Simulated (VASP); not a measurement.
ZnCu: electric field gradients with r2SCAN

ZnCu:

```
Zn Cu
1.0
     2.92055    0.00000    0.00000
     0.00000    2.92055    0.00000
     0.00000    0.00000    2.92055
Zn Cu
1 1
Cartesian
  1.4603 1.4603 1.4603
  0.0000 0.0000 0.0000
```

- Program: VASP 6.6.1
- Task: electric field gradients
- Functional: r2SCAN
- Potentials or basis: VASP PAW PBE potentials, release 64 (Zn, Cu)
- Cutoff: 520 eV
- k mesh: 6 × 6 × 6
- Occupations: fermi-dirac, width 0.05 eV
- Spin: no spin polarisation
- Dipole correction: no
- Further INCAR settings: ALGO = Normal; EDIFF = 1e-08; NBANDS = 18

| Quantity | Value |
| --- | --- |
| Pressure | 0.9 GPa |
| Band gap on the k mesh | zero (an odd number of electrons rules out a gap without spin polarisation) |
| Largest electric field gradient by atom | under 0.05 V/Å² on every atom |

Levels at points of the mesh, in eV from the Fermi level:
```csv
k point,band 9,band 10,band 11,band 12,band 13,band 14,band 15,band 16
"(0.00, 0.00, 0.00)",-2.88,-2.88,-2.88,6.76,6.76,6.76,11.71,11.71
"(0.50, 0.00, 0.00)",-3.46,-3.46,-2.95,-2.10,12.60,12.60,13.18,13.18
"(0.50, 0.50, 0.00)",-3.04,-2.64,-2.05,-2.05,2.07,2.40,15.12,16.54
"(0.50, 0.50, 0.50)",-2.62,-2.62,4.57,4.57,4.57,4.62,4.79,4.79
```

Wall time 30 s on 1 thread of AMD EPYC 9R45 96-Core Processor (Zen 5), with other jobs on the host, peak memory 0.11 GiB.

Caveat: the PAW data sets were made with another functional, which shifts forces and pressure a little.
